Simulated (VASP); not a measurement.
# TaH5 (P-62m) in VASP: a series of runs

Runs on TaH5. Level: PBE. Tasks: single point, relaxation of cell and atoms.

Program: VASP 6.6.1. These are calculated values, not measurements. Logs are shortened: lines on timing, memory, paths and dates and some standing lists are left out, and cuts for length are marked.

### 1 The cell of the first run

Symmetry: P-62m, No. 189, hexagonal system. Conventional cell: a = 3.993 Å, b = 3.993 Å, c = 3.969 Å, α = 90.00°, β = 90.00°, γ = 120.00°. Within 3.0 Å of Ta (site symmetry -62m) lie 12 H at 2.31 to 2.38 Å. H (site symmetry m2m) has 10 H at 2.28 to 2.39 Å and 2 Ta at 2.38 Å within 3.0 Å. Within 3.0 Å of H (site symmetry -6) lie 9 H at 2.31 to 2.39 Å and 3 Ta at 2.31 Å.

The cell was built from a structure type or drawn by symmetry, and may not be a known phase.

### 2 Single point, PBE

The input, INCAR:

```
PREC = Accurate ; ENCUT = 520
EDIFF = 1E-6 ; ISMEAR = 0
SIGMA = 0.1 ; LREAL = F
LASPH = T ; NELM = 80
ALGO = Normal ; ISIF = 2
LWAVE = F ; LCHARG = F
GGA = PE ; NBANDS = 17
```

The input, KPOINTS:

```
Automatic mesh
0
Gamma
  6 6 4
```

The input, POSCAR:

```
TaH5
1.0
    3.9925355400      0.0000000000      0.0000000000
   -1.9962677700      3.4576372000      0.0000000000
    0.0000000000      0.0000000000      3.9692342400
Ta H
1 5
Direct
    0.0000000000      0.0000000000      0.5000000000
    0.6700041300      0.0000000000      0.0000000000
    0.3299958700      0.3299958700      0.0000000000
    0.0000000000      0.6700041300      0.0000000000
    0.6666666700      0.3333333300      0.5000000000
    0.3333333300      0.6666666700      0.5000000000
```

Potentials or basis: VASP PAW PBE potentials, release 64 (Ta_pv, H).

The run is started by

```console
> cat potpaw_PBE.64/Ta_pv/POTCAR potpaw_PBE.64/H/POTCAR > POTCAR
> mpirun -np 1 vasp_std > vasp.out
```

OUTCAR:

```text
PREC = Accurate
   ENCUT = 520
   EDIFF = 1E-6
   ISMEAR = 0
   LREAL = F
   LASPH = T
   NELM = 80
   ISIF = 2
   GGA = PE

 ion  position               nearest neighbor table
   1  0.000  0.000  0.500-
   2  0.670  0.000  0.000-
   3  0.330  0.330  0.000-
   4  0.000  0.670  0.000-
   5  0.667  0.333  0.500-
   6  0.333  0.667  0.500-

  LATTYP: Found a hexagonal cell.
 ALAT       =     3.9925355400
 C/A-ratio  =     0.9941637839

  Lattice vectors:

 A1 = (   3.9925355400,   0.0000000000,   0.0000000000)
 A2 = (  -1.9962677700,   3.4576372000,   0.0000000000)
 A3 = (   0.0000000000,   0.0000000000,   3.9692342400)

Analysis of symmetry for initial positions (statically):
=====================================================================
 Subroutine PRICEL returns:
 Original cell was already a primitive cell.

 Routine SETGRP: Setting up the symmetry group for a
 hexagonal supercell.

 Subroutine GETGRP returns: Found 12 space group operations
 (whereof 12 operations were pure point group operations)
 out of a pool of 24 trial point group operations.

The static configuration has the point symmetry D_3h.

Analysis of symmetry for dynamics (positions and initial velocities):
=====================================================================
 Subroutine PRICEL returns:
 Original cell was already a primitive cell.

 Routine SETGRP: Setting up the symmetry group for a
 hexagonal supercell.

 Subroutine GETGRP returns: Found 12 space group operations
 (whereof 12 operations were pure point group operations)
 out of a pool of 24 trial point group operations.

The dynamic configuration has the point symmetry D_3h.

 Subroutine INISYM returns: Found 12 space group operations
 (whereof 12 operations are pure point group operations),
 and found     1 'primitive' translations

----------------------------------------------------------------------------------------

                                     Primitive cell

  volume of cell :      54.7942

  direct lattice vectors                    reciprocal lattice vectors
     3.992535540  0.000000000  0.000000000     0.250467401  0.144607422  0.000000000
    -1.996267770  3.457637200  0.000000000     0.000000000  0.289214843  0.000000000
     0.000000000  0.000000000  3.969234240     0.000000000  0.000000000  0.251937764

  length of vectors
     3.992535540  3.992535537  3.969234240     0.289214843  0.289214843  0.251937764

  position of ions in fractional coordinates (direct lattice)
     0.000000000  0.000000000  0.500000000
     0.670004130  0.000000000  0.000000000
     0.329995870  0.329995870  0.000000000
     0.000000000  0.670004130  0.000000000
     0.666666670  0.333333330  0.500000000
     0.333333330  0.666666670  0.500000000

  ion indices of the primitive-cell ions
   primitive index   ion index
                 1           1
                 2           2
                 3           3
                 4           4
                 5           5
                 6           6

----------------------------------------------------------------------------------------

 KPOINTS: Automatic mesh

Automatic generation of k-mesh.
 Grid dimensions read from file:
 generate k-points for:    6    6    4

 Generating k-lattice:

  Cartesian coordinates                     Fractional coordinates (reciprocal lattice)
     0.041744567  0.024101237  0.000000000     0.166666667  0.000000000  0.000000000
     0.000000000  0.048202474  0.000000000     0.000000000  0.166666667  0.000000000
     0.000000000  0.000000000  0.062984441     0.000000000  0.000000000  0.250000000

  Length of vectors
     0.048202474  0.048202474  0.062984441

  Shift w.r.t. Gamma in fractional coordinates (k-lattice)
     0.000000000  0.000000000  0.000000000

 Subroutine IBZKPT returns following result:
 ===========================================

 Found     21 irreducible k-points:

 Following reciprocal coordinates:
            Coordinates               Weight
  0.000000  0.000000  0.000000      1.000000
  0.166667  0.000000  0.000000      6.000000
  0.333333  0.000000  0.000000      6.000000
  0.500000  0.000000  0.000000      3.000000
  0.166667  0.166667  0.000000      6.000000
  0.333333  0.166667  0.000000     12.000000
[... 13 lines left out ...]
  0.333333  0.166667  0.500000     12.000000
  0.333333  0.333333  0.500000      2.000000
   k-points           NKPTS =     21   k-points in BZ     NKDIM =     21   number of bands    NBANDS=     17
   number of dos      NEDOS =    301   number of ions     NIONS =      6
   total plane-waves  NPLWV =  27000
   dimension x,y,z NGX =    30 NGY =   30 NGZ =   30
   dimension x,y,z NGXF=    60 NGYF=   60 NGZF=   60
   ions per type =               1   5
   NGX,Y,Z   is equivalent  to a cutoff of  12.49, 12.49, 12.57 a.u.
   NGXF,Y,Z  is equivalent  to a cutoff of  24.98, 24.98, 25.13 a.u.
 SYSTEM =  unknown system
   PREC   = accura    normal or accurate (medium, high low for compatibility)
   ISTART =      0    job   : 0-new  1-cont  2-samecut
   ICHARG =      2    charge: 1-file 2-atom 10-const
   ISPIN  =      1    spin polarized calculation?
   LNONCOLLINEAR =      F non collinear calculations
   LSORBIT =      F    spin-orbit coupling
   LASPH  =      T    aspherical Exc in radial PAW
   ENCUT  =  520.0 eV  38.22 Ry    6.18 a.u.   7.42  7.42  7.38*2*pi/ulx,y,z
   NELM   =     80;   NELMIN=  2; NELMDL= -5     # of ELM steps
   EDIFF  = 0.1E-05   stopping-criterion for ELM
   LREAL  =      F    real-space projection
   EDIFFG = 0.1E-04   stopping-criterion for IOM
   NSW    =      0    number of steps for IOM
   IBRION =     -1    ionic relax: 0-MD 1-quasi-New 2-CG
   NFREE  =      0    steps in history (QN), initial steepest desc. (CG)
   ISIF   =      2    stress and relaxation
   ISYM   =      2    0-nonsym 1-usesym 2-fastsym
   POTIM  = 0.5000    time-step for ionic-motion
   TEBEG  =    0.0;   TEEND  =   0.0 temperature during run
   PSTRESS=    0.0 pullay stress
   NELECT =      16.0000    total number of electrons
   NUPDOWN=      -1.0000    fix difference up-down
   EMIN   =  10.00;   EMAX   =-10.00  energy-range for DOS
   EFERMI =   0.00;   METHOD = LEGACY
   ISMEAR =     0;   SIGMA  =   0.10  broadening in eV -4-tet -1-fermi 0-gaus
   EFERMI_NEDOS =   21; number of points for ismear=-14 and -15
   IALGO  =     38    algorithm
   IMIX   =      4    mixing-type and parameters
     AMIX     =   0.40;   BMIX     =  1.00
     AMIX_MAG =   1.60;   BMIX_MAG =  1.00
  volume/ion in A,a.u.               =       9.13        61.63
  Fermi-wavevector in a.u.,A,eV,Ry     =   1.086100  2.052432 16.049614  1.179613
  Thomas-Fermi vector in A             =   2.222229
   LORBIT       =      0    0 simple, 1 ext, 2 COOP (PROOUT), +10 PAW based schemes
   GGA     = PE    functional components
   LHFCALC =     F    Hartree Fock is set to
   AEXX    =    0.0000 exact exchange contribution
   IVDW    =     0    specifies the selected vdW correction
   LEPSILON=     F    determine dielectric tensor
   LRPA    =     F    only Hartree local field effects (RPA)
 non-spin polarized calculation
 Gauss-broadening in eV      SIGMA  =   0.10
  energy-cutoff  :      520.00
  volume of cell :       54.79
 maximum number of plane-waves:      1509
 NGX is ok and might be reduce to    30
   NGX = 15   NGY = 15   NGZ = 15

 number of electron      15.9999999 magnetization

 Free energy of the ion-electron system (eV)
  ---------------------------------------------------
  ext. energy  EPLUGINS =         0.00000000
  ---------------------------------------------------
  free energy    TOTEN  =       -24.00773167 eV

  energy without entropy =      -23.99388899  energy(sigma->0) =      -24.00081033

 E-fermi :   0.9998     XC(G=0):  -9.5836

 val. band max:        0.9733404463   @ k =   0.5000   0.0000   0.0000
 cond. band min:       1.0056315351   @ k =   0.3333   0.1667   0.0000
 fundamental gap:      0.0322910889
 Fermi energy:         0.9997791294

 k-point     1 :       0.0000    0.0000    0.0000
  band No.  band energies     occupation
      1     -34.9859      2.00000
      2     -34.9859      2.00000
      3     -34.9577      2.00000
      4      -7.8246      2.00000
      5      -3.2403      2.00000
      6      -0.1717      2.00000
[... 9 lines left out ...]
     16      10.4869      0.00000
     17      10.8500      0.00000

 k-point     2 :       0.1667    0.0000    0.0000
  band No.  band energies     occupation
      1     -34.9941      2.00000
      2     -34.9878      2.00000
      3     -34.9570      2.00000
      4      -7.4399      2.00000
      5      -3.0294      2.00000
      6      -1.6929      2.00000
[... 9 lines left out ...]
     16      10.2671      0.00000
     17      12.6586      0.00000

 k-point     3 :       0.3333    0.0000    0.0000
  band No.  band energies     occupation
      1     -35.0104      2.00000
      2     -34.9916      2.00000
      3     -34.9556      2.00000
      4      -6.3678      2.00000
      5      -3.2829      2.00000
      6      -2.6782      2.00000
[... 9 lines left out ...]
     16      10.2789      0.00000
     17      12.6006      0.00000

 k-point     4 :       0.5000    0.0000    0.0000
  band No.  band energies     occupation
      1     -35.0186      2.00000
      2     -34.9935      2.00000
      3     -34.9549      2.00000
      4      -5.0616      2.00000
      5      -4.6119      2.00000
      6      -2.7012      2.00000
[... 9 lines left out ...]
     16      10.1308      0.00000
     17      12.5671      0.00000
[... 283 lines left out ...]
      1     -35.0027      2.00000
      2     -34.9903      2.00000
      3     -34.9787      2.00000
      4      -5.0323      2.00000
      5      -4.1906      2.00000
      6      -2.1559      2.00000
[... 9 lines left out ...]
     16       9.9044      0.00000
     17      11.0053      0.00000

 k-point    20 :       0.3333    0.1667    0.5000
  band No.  band energies     occupation
      1     -35.0121      2.00000
      2     -34.9957      2.00000
      3     -34.9774      2.00000
      4      -3.8424      2.00000
      5      -3.3942      2.00000
      6      -2.9583      2.00000
[... 9 lines left out ...]
     16       9.9541      0.00000
     17      12.2516      0.00000

 k-point    21 :       0.3333    0.3333    0.5000
  band No.  band energies     occupation
      1     -35.0064      2.00000
      2     -35.0064      2.00000
      3     -34.9770      2.00000
      4      -3.2051      2.00000
      5      -3.2051      2.00000
      6      -2.5774      2.00000
[... 9 lines left out ...]
     16      12.0757      0.00000
     17      12.1735      0.00000

------------------------ aborting loop because EDIFF is reached ----------------------------------------

  FORCE on cell =-STRESS in cart. coord.  units (eV):
  Direction    XX          YY          ZZ          XY          YZ          ZX
  --------------------------------------------------------------------------------------
  -------------------------------------------------------------------------------------
  Total       -9.0209017     -9.0209017    -15.5479203      0.0000000     -0.0000000      0.0000000
  in kB     -263.7701175   -263.7701170   -454.6193795      0.0000000     -0.0000000      0.0000000
  external PRESSURE =    -327.3865380 kB  Pullay stress =       0.0000000 kB

 VOLUME and BASIS-vectors are now :
 -----------------------------------------------------------------------------
  energy-cutoff  :      520.00
  volume of cell :       54.79
      direct lattice vectors                 reciprocal lattice vectors
     3.992535540  0.000000000  0.000000000     0.250467401  0.144607422  0.000000000
    -1.996267770  3.457637200  0.000000000     0.000000000  0.289214843  0.000000000
     0.000000000  0.000000000  3.969234240     0.000000000  0.000000000  0.251937764

 POSITION                                       TOTAL-FORCE (eV/Angst)
 -----------------------------------------------------------------------------------
      0.00000      0.00000      1.98462         0.000000     -0.000000     -0.000000
      2.67502      0.00000      0.00000         1.150859     -0.000000      0.000000
      0.65876      1.14101      0.00000        -0.575429     -0.996673     -0.000000
     -1.33751      2.31663      0.00000        -0.575429      0.996673      0.000000
      1.99627      1.15255      1.98462         0.000000     -0.000000     -0.000000
     -0.00000      2.30509      1.98462         0.000000     -0.000000     -0.000000
 -----------------------------------------------------------------------------------
    total drift:                               -0.000000     -0.000000      0.000000

  FREE ENERGIE OF THE ION-ELECTRON SYSTEM (eV)
  ---------------------------------------------------
  free  energy   TOTEN  =       -24.0077316678 eV

  energy  without entropy=      -23.9938889939  energy(sigma->0) =      -24.00081033
```

It took 15 s on 1 thread of AMD EPYC 7R13 (Zen 3), shared host; peak memory 0.14 GiB.

Results:

```
Free energy            : -24.0077 eV
Pressure               : -32.7 GPa
Largest force          : 1.151 eV/Å
Band gap on the k mesh : zero (bands 8 and 9 overlap by 1.06 eV)
```

Forces on the atoms (eV/Å):
```
Ta   0.000  0.000  0.000
H    1.151  0.000  0.000
H   -0.575 -0.997  0.000
H   -0.575  0.997  0.000
H    0.000  0.000  0.000
H    0.000  0.000  0.000
```

Caveat: the k points lie up to 0.40 Å⁻¹ apart, too coarse for converged energies and pressures of a metal; spin-orbit coupling is left out, which moves the levels of the heavy elements; forces of over 1 eV/Å act on the atoms, so gaps and moduli don't describe the material at rest.

### 3 Relaxation of cell and atoms, PBE

This run uses another cell than the first one, of 5.72 Å³/atom.

The input, INCAR:

```
SYSTEM = TaH5
  PREC = Accurate
  ENCUT = 600
  EDIFF = 1E-6
  ISMEAR = 0
  SIGMA = 0.1
  LREAL = .False.
  LASPH = .True.
  NELM = 80
  ALGO = Normal
  ISIF = 3
  LWAVE = .False.
  LCHARG = .False.
  GGA = PE
  IBRION = 2
  NSW = 90
  EDIFFG = -0.04
```

The input, KPOINTS:

```
regular mesh
0
Gamma
  6 6 6
  0 0 0
```

The input, POSCAR:

```
TaH5
1.0
    3.5794351134      0.0000000000      0.0000000000
   -1.7897175567      3.0998817394      0.0000000000
    0.0000000000      0.0000000000      3.0913096899
Ta H
1 5
Direct
    0.0000000000      0.0000000000      0.5000000000
    0.6904646350      0.0000000000      0.0000000000
    0.3095353650      0.3095353650      0.0000000000
    0.0000000000      0.6904646350      0.0000000000
    0.6666666667      0.3333333333      0.5000000000
    0.3333333333      0.6666666667      0.5000000000
```

Potentials or basis: VASP PAW PBE potentials, release 64 (Ta_pv, H).

The run is started by

```console
> cat potpaw_PBE.64/Ta_pv/POTCAR potpaw_PBE.64/H/POTCAR > POTCAR
> mpirun -np 1 vasp_std > vasp.out
```

Wall time 24 s (1 thread of AMD EPYC 7R13 (Zen 3), shared host); peak memory 0.15 GiB.

It converged, with:

| Quantity | Value |
| --- | --- |
| Free energy | -27.8940 eV |
| Relaxed volume | 5.70 Å³/atom |
| Relaxed cell | a = 3.559 Å, b = 3.559 Å, c = 3.115 Å, α = 90.00°, β = 90.00°, γ = 120.00° |
| Space group after relaxing (to 0.1 Å) | P-62m (No. 189) |
| Energy gained by relaxing | 0.5 meV/atom |
| Ionic steps | 3 |
| Pressure after relaxing | 0.2 GPa |
| Largest force after relaxing | 0.019 eV/Å |
| Band gap on the k mesh | zero (bands 8 and 9 overlap by 1.70 eV) |

Forces on the atoms (eV/Å):
```
Ta   0.000  0.000  0.000
H    0.019  0.000  0.000
H   -0.010 -0.017  0.000
H   -0.010  0.017  0.000
H    0.000  0.000  0.000
H    0.000  0.000  0.000
```

Stress tensor (GPa, compression positive):
```
 0.58  0.00  0.00
 0.00  0.58  0.00
 0.00  0.00 -0.43
```

Step by step:
```csv
step,energy change (eV),largest force (eV/Å),pressure (GPa),volume (Å³)
1,0.0000,0.0787,-0.25,34.30
2,-0.0022,0.0577,-0.08,34.26
3,-0.0031,0.0192,0.24,34.17
```

Final structure:
```
Ta H
1.0
     3.55942    0.00000    0.00000
    -1.77971    3.08255    0.00000
     0.00000    0.00000    3.11463
Ta H
1 5
Direct
  0.00000 0.00000 0.50000
  0.69346 0.00000 0.00000
  0.30654 0.30654 0.00000
  0.00000 0.69346 0.00000
  0.66667 0.33333 0.50000
  0.33333 0.66667 0.50000
```

Levels at points of the mesh, in eV from the Fermi level:
| k point | band 5 | band 6 | band 7 | band 8 | band 9 | band 10 | band 11 | band 12 |
| --- | --- | --- | --- | --- | --- | --- | --- | --- |
| (0.00, 0.00, 0.00) | -6.15 | -2.55 | -2.55 | -0.68 | 2.18 | 2.18 | 2.65 | 2.65 |
| (0.50, 0.00, 0.00) | -7.80 | -6.06 | -0.48 | 0.49 | 0.57 | 1.84 | 2.21 | 2.49 |
| (0.00, 0.00, 0.50) | -7.66 | -3.32 | -3.32 | -0.65 | -0.65 | 0.07 | 4.65 | 6.13 |
| (0.50, 0.00, 0.50) | -6.22 | -4.94 | -4.73 | -4.07 | 2.15 | 2.81 | 4.80 | 5.48 |

Caveat: spin-orbit coupling is left out, which moves the levels of the heavy elements.

[end of part 1 of 2]
